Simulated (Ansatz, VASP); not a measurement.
# Two plane-wave programs on F

```xyz
1
Lattice="0.0000 1.5283 1.5283 1.5283 0.0000 1.5283 1.5283 1.5283 0.0000" Properties=species:S:1:pos:R:3 pbc="T T T"
F     0.0000    0.0000    0.0000
```

Change from the starting cell: volume scaled by 0.85, PAW files.

Alike in both runs: task single point; functional LDA; k mesh 17 × 17 × 17; occupations fermi-dirac, width 0.05 eV; no spin polarisation.

|  | VASP | Ansatz |
| --- | --- | --- |
| version | VASP 6.6.1 | Ansatz 0.2.0 |
| potentials or method | VASP PAW LDA potentials, release 64 (F) | PAW with Ansatz's default frozen-core files, scalar-relativistic |
| plane-wave cutoff (eV) | 520 | 420 |
| valence electrons in the cell | 7 | 7 |

|  | VASP | Ansatz | Ansatz less VASP |
| --- | --- | --- | --- |
| pressure (GPa) | 24.3 | 25.1 | +0.79 |

LDA's correlation is that of Perdew and Zunger in VASP and of Perdew and Wang (1992) in Ansatz.
